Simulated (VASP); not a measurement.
# CsI (Pm-3m) in VASP: a series of runs

The runs below take CsI through single point, with PBE.

All numbers are computed with VASP 6.6.1; they aren't measurements. Logs are shortened: lines on timing, memory, paths and dates and some standing lists are left out, and cuts for length are marked.

## Step 1: The cell of the first run

It takes space group Pm-3m (No. 221, cubic). The conventional cell has a = 4.474 Å, b = 4.474 Å, c = 4.474 Å, α = 90.00°, β = 90.00°, γ = 90.00°. Within 5.1 Å of Cs (site symmetry m-3m) lie 8 I at 3.87 Å and 6 Cs at 4.47 Å. I (site symmetry m-3m) has 8 Cs at 3.87 Å and 6 I at 4.47 Å within 5.1 Å.

## Step 2: Single point, PBE (44.79 Å³/atom)

INCAR reads:

```
PREC = Accurate
ENCUT = 500
EDIFF = 1E-6
ISMEAR = -1
SIGMA = 0.01
LREAL = F
LASPH = T
NELM = 120
ALGO = Normal
ISIF = 2
LWAVE = F
LCHARG = F
GGA = PE
NBANDS = 15
GGA_COMPAT = F
```

KPOINTS reads:

```
regular mesh
0
Gamma
  7 7 7
```

POSCAR reads:

```
CsI
1.0
    4.4742689116      0.0000000000      0.0000000000
    0.0000000000      4.4742689116      0.0000000000
    0.0000000000      0.0000000000      4.4742689116
Cs I
1 1
Direct
    0.0000000000      0.0000000000      0.0000000000
    0.5000000000      0.5000000000      0.5000000000
```

Potentials or basis: VASP PAW PBE potentials, release 64 (Cs_sv, I).

Started as:

```console
$ cat potpaw_PBE.64/Cs_sv/POTCAR potpaw_PBE.64/I/POTCAR > POTCAR
$ mpirun -np 1 vasp_std > vasp.out
```

OUTCAR:

```text
PREC = Accurate
   ENCUT = 500
   EDIFF = 1E-6
   ISMEAR = -1
   LREAL = F
   LASPH = T
   NELM = 120
   ISIF = 2
   GGA = PE

 ion  position               nearest neighbor table
   1  0.000  0.000  0.000-
   2  0.500  0.500  0.500-

  LATTYP: Found a simple cubic cell.
 ALAT       =     4.4742689116

  Lattice vectors:

 A1 = (   4.4742689116,   0.0000000000,   0.0000000000)
 A2 = (   0.0000000000,   4.4742689116,   0.0000000000)
 A3 = (   0.0000000000,   0.0000000000,   4.4742689116)

Analysis of symmetry for initial positions (statically):
=====================================================================
 Subroutine PRICEL returns:
 Original cell was already a primitive cell.

 Routine SETGRP: Setting up the symmetry group for a
 simple cubic supercell.

 Subroutine GETGRP returns: Found 48 space group operations
 (whereof 48 operations were pure point group operations)
 out of a pool of 48 trial point group operations.

The static configuration has the point symmetry O_h .

Analysis of symmetry for dynamics (positions and initial velocities):
=====================================================================
 Subroutine PRICEL returns:
 Original cell was already a primitive cell.

 Routine SETGRP: Setting up the symmetry group for a
 simple cubic supercell.

 Subroutine GETGRP returns: Found 48 space group operations
 (whereof 48 operations were pure point group operations)
 out of a pool of 48 trial point group operations.

The dynamic configuration has the point symmetry O_h .

 Subroutine INISYM returns: Found 48 space group operations
 (whereof 48 operations are pure point group operations),
 and found     1 'primitive' translations

----------------------------------------------------------------------------------------

                                     Primitive cell

  volume of cell :      89.5708

  direct lattice vectors                    reciprocal lattice vectors
     4.474268912  0.000000000  0.000000000     0.223500201  0.000000000  0.000000000
     0.000000000  4.474268912  0.000000000     0.000000000  0.223500201  0.000000000
     0.000000000  0.000000000  4.474268912     0.000000000  0.000000000  0.223500201

  length of vectors
     4.474268912  4.474268912  4.474268912     0.223500201  0.223500201  0.223500201

  position of ions in fractional coordinates (direct lattice)
     0.000000000  0.000000000  0.000000000
     0.500000000  0.500000000  0.500000000

  ion indices of the primitive-cell ions
   primitive index   ion index
                 1           1
                 2           2

----------------------------------------------------------------------------------------

 KPOINTS: regular mesh

Automatic generation of k-mesh.
 Grid dimensions read from file:
 generate k-points for:    7    7    7

 Generating k-lattice:

  Cartesian coordinates                     Fractional coordinates (reciprocal lattice)
     0.031928600  0.000000000  0.000000000     0.142857143  0.000000000  0.000000000
     0.000000000  0.031928600  0.000000000     0.000000000  0.142857143  0.000000000
     0.000000000  0.000000000  0.031928600     0.000000000  0.000000000  0.142857143

  Length of vectors
     0.031928600  0.031928600  0.031928600

  Shift w.r.t. Gamma in fractional coordinates (k-lattice)
     0.000000000  0.000000000  0.000000000

 Subroutine IBZKPT returns following result:
 ===========================================

 Found     20 irreducible k-points:

 Following reciprocal coordinates:
            Coordinates               Weight
  0.000000  0.000000  0.000000      1.000000
  0.142857  0.000000  0.000000      6.000000
  0.285714  0.000000  0.000000      6.000000
  0.428571  0.000000  0.000000      6.000000
  0.142857  0.142857  0.000000     12.000000
  0.285714  0.142857  0.000000     24.000000
[... 12 lines left out ...]
  0.428571  0.428571  0.285714     24.000000
  0.428571  0.428571  0.428571      8.000000
   k-points           NKPTS =     20   k-points in BZ     NKDIM =     20   number of bands    NBANDS=     15
   number of dos      NEDOS =    301   number of ions     NIONS =      2
   total plane-waves  NPLWV =  46656
   dimension x,y,z NGX =    36 NGY =   36 NGZ =   36
   dimension x,y,z NGXF=    72 NGYF=   72 NGZF=   72
   ions per type =               1   1
   NGX,Y,Z   is equivalent  to a cutoff of  13.38, 13.38, 13.38 a.u.
   NGXF,Y,Z  is equivalent  to a cutoff of  26.75, 26.75, 26.75 a.u.
 SYSTEM =  unknown system
   PREC   = accura    normal or accurate (medium, high low for compatibility)
   ISTART =      0    job   : 0-new  1-cont  2-samecut
   ICHARG =      2    charge: 1-file 2-atom 10-const
   ISPIN  =      1    spin polarized calculation?
   LNONCOLLINEAR =      F non collinear calculations
   LSORBIT =      F    spin-orbit coupling
   LASPH  =      T    aspherical Exc in radial PAW
   ENCUT  =  500.0 eV  36.75 Ry    6.06 a.u.   8.16  8.16  8.16*2*pi/ulx,y,z
   NELM   =    120;   NELMIN=  2; NELMDL= -5     # of ELM steps
   EDIFF  = 0.1E-05   stopping-criterion for ELM
   LREAL  =      F    real-space projection
   EDIFFG = 0.1E-04   stopping-criterion for IOM
   NSW    =      0    number of steps for IOM
   IBRION =     -1    ionic relax: 0-MD 1-quasi-New 2-CG
   NFREE  =      0    steps in history (QN), initial steepest desc. (CG)
   ISIF   =      2    stress and relaxation
   ISYM   =      2    0-nonsym 1-usesym 2-fastsym
   POTIM  = 0.5000    time-step for ionic-motion
   TEBEG  =    0.0;   TEEND  =   0.0 temperature during run
   PSTRESS=    0.0 pullay stress
   NELECT =      16.0000    total number of electrons
   NUPDOWN=      -1.0000    fix difference up-down
   EMIN   =  10.00;   EMAX   =-10.00  energy-range for DOS
   EFERMI =   0.00;   METHOD = LEGACY
   ISMEAR =    -1;   SIGMA  =   0.01  broadening in eV -4-tet -1-fermi 0-gaus
   EFERMI_NEDOS =   21; number of points for ismear=-14 and -15
   IALGO  =     38    algorithm
   IMIX   =      4    mixing-type and parameters
     AMIX     =   0.40;   BMIX     =  1.00
     AMIX_MAG =   1.60;   BMIX_MAG =  1.00
  volume/ion in A,a.u.               =      44.79       302.23
  Fermi-wavevector in a.u.,A,eV,Ry     =   0.921990  1.742308 11.565837  0.850065
  Thomas-Fermi vector in A             =   2.047467
   LORBIT       =      0    0 simple, 1 ext, 2 COOP (PROOUT), +10 PAW based schemes
   GGA     = PE    functional components
   LHFCALC =     F    Hartree Fock is set to
   AEXX    =    0.0000 exact exchange contribution
   IVDW    =     0    specifies the selected vdW correction
   LEPSILON=     F    determine dielectric tensor
   LRPA    =     F    only Hartree local field effects (RPA)
 non-spin polarized calculation
  energy-cutoff  :      500.00
  volume of cell :       89.57
 maximum number of plane-waves:      2301
 NGX is ok and might be reduce to    36
   NGX = 17   NGY = 17   NGZ = 17

 number of electron      15.9999997 magnetization

 Free energy of the ion-electron system (eV)
  ---------------------------------------------------
  ext. energy  EPLUGINS =         0.00000000
  ---------------------------------------------------
  free energy    TOTEN  =        -5.38285007 eV

  energy without entropy =       -5.38285007  energy(sigma->0) =       -5.38285007

 E-fermi :   1.3846     XC(G=0):  -8.0343

 val. band max:        1.1637913410   @ k =   0.4286   0.4286   0.0000
 cond. band min:       5.2720890672   @ k =   0.0000   0.0000   0.0000
 fundamental gap:      4.1082977262
 Fermi energy:         1.3845852401

 k-point     1 :       0.0000    0.0000    0.0000
  band No.  band energies     occupation
      1     -19.1279      2.00000
      2      -9.5647      2.00000
      3      -5.8196      2.00000
      4      -5.8196      2.00000
      5      -5.8196      2.00000
      6       1.1165      2.00000
      7       1.1165      2.00000
      8       1.1165      2.00000
      9       5.2721      0.00000
     10       5.2721      0.00000
     11       5.2833      0.00000
     12       9.0834      0.00000
     13       9.0834      0.00000
     14       9.0834      0.00000
     15      11.5739      0.00000

 k-point     2 :       0.1429    0.0000    0.0000
  band No.  band energies     occupation
      1     -19.1218      2.00000
      2      -9.5693      2.00000
      3      -5.8524      2.00000
      4      -5.8046      2.00000
      5      -5.8046      2.00000
      6       0.7079      2.00000
      7       1.0794      2.00000
      8       1.0794      2.00000
      9       5.4015      0.00000
     10       5.6551      0.00000
     11       5.8754      0.00000
     12       9.0169      0.00000
     13       9.0169      0.00000
     14       9.1827      0.00000
     15      10.5379      0.00000

 k-point     3 :       0.2857    0.0000    0.0000
  band No.  band energies     occupation
      1     -19.1079      2.00000
      2      -9.5821      2.00000
      3      -5.9137      2.00000
      4      -5.7702      2.00000
      5      -5.7702      2.00000
      6       0.0001      2.00000
      7       0.9938      2.00000
      8       0.9938      2.00000
      9       5.7711      0.00000
     10       6.6475      0.00000
     11       7.0779      0.00000
     12       9.0122      0.00000
     13       9.0122      0.00000
     14       9.1592      0.00000
     15       9.4483      0.00000
[... 271 lines left out ...]
 k-point    19 :       0.4286    0.4286    0.2857
  band No.  band energies     occupation
      1     -19.0523      2.00000
      2      -9.3096      2.00000
      3      -6.1559      2.00000
      4      -6.1469      2.00000
      5      -5.9675      2.00000
      6      -0.0445      2.00000
      7      -0.0210      2.00000
      8       0.2684      2.00000
      9       6.9072      0.00000
     10       7.5804      0.00000
     11       7.8024      0.00000
     12       8.4474      0.00000
     13       9.9025      0.00000
     14       9.9079      0.00000
     15      11.4531      0.00000

 k-point    20 :       0.4286    0.4286    0.4286
  band No.  band energies     occupation
      1     -19.0430      2.00000
      2      -9.2613      2.00000
      3      -6.1175      2.00000
      4      -6.1058      2.00000
      5      -6.1058      2.00000
      6      -0.2025      2.00000
      7      -0.2025      2.00000
      8      -0.1072      2.00000
      9       7.7892      0.00000
     10       8.2646      0.00000
     11       8.2646      0.00000
     12       9.4186      0.00000
     13       9.4186      0.00000
     14       9.4255      0.00000
     15      11.4476      0.00000

------------------------ aborting loop because EDIFF is reached ----------------------------------------

  FORCE on cell =-STRESS in cart. coord.  units (eV):
  Direction    XX          YY          ZZ          XY          YZ          ZX
  --------------------------------------------------------------------------------------
  -------------------------------------------------------------------------------------
  Total        0.9929736      0.9929736      0.9929736     -0.0000000     -0.0000000      0.0000000
  in kB       17.7615989     17.7615989     17.7615989     -0.0000000     -0.0000000      0.0000000
  external PRESSURE =      17.7615989 kB  Pullay stress =       0.0000000 kB

 VOLUME and BASIS-vectors are now :
 -----------------------------------------------------------------------------
  energy-cutoff  :      500.00
  volume of cell :       89.57
      direct lattice vectors                 reciprocal lattice vectors
     4.474268912  0.000000000  0.000000000     0.223500201  0.000000000  0.000000000
     0.000000000  4.474268912  0.000000000     0.000000000  0.223500201  0.000000000
     0.000000000  0.000000000  4.474268912     0.000000000  0.000000000  0.223500201

 POSITION                                       TOTAL-FORCE (eV/Angst)
 -----------------------------------------------------------------------------------
      0.00000      0.00000      0.00000         0.000000      0.000000      0.000000
      2.23713      2.23713      2.23713         0.000000      0.000000      0.000000
 -----------------------------------------------------------------------------------
    total drift:                               -0.000000      0.000000      0.000000

  FREE ENERGIE OF THE ION-ELECTRON SYSTEM (eV)
  ---------------------------------------------------
  free  energy   TOTEN  =        -5.3828500683 eV

  energy  without entropy=       -5.3828500683  energy(sigma->0) =       -5.38285007
```

It took 14 s on 1 thread of AMD EPYC 9R45 (Zen 5), shared host; peak memory 0.18 GiB.

What came out:

```
Free energy            : -5.3829 eV
Pressure               : 1.8 GPa
Band gap on the k mesh : 4.11 eV (least direct gap 4.16 eV)
```

Levels at points of the mesh, in eV from the valence-band top:
| k point | band 4 | band 5 | band 6 | band 7 | band 8 | band 9 | band 10 | band 11 | band 12 | band 13 |
| --- | --- | --- | --- | --- | --- | --- | --- | --- | --- | --- |
| (0.00, 0.00, 0.00) | -6.98 | -6.98 | -0.05 | -0.05 | -0.05 | 4.11 | 4.11 | 4.12 | 7.92 | 7.92 |

Caveat: spin-orbit coupling is left out, which moves the levels of the heavy elements; an odd mesh through Γ misses points on the zone boundary, where band edges can lie.

(Continued in part 2 of 2.)
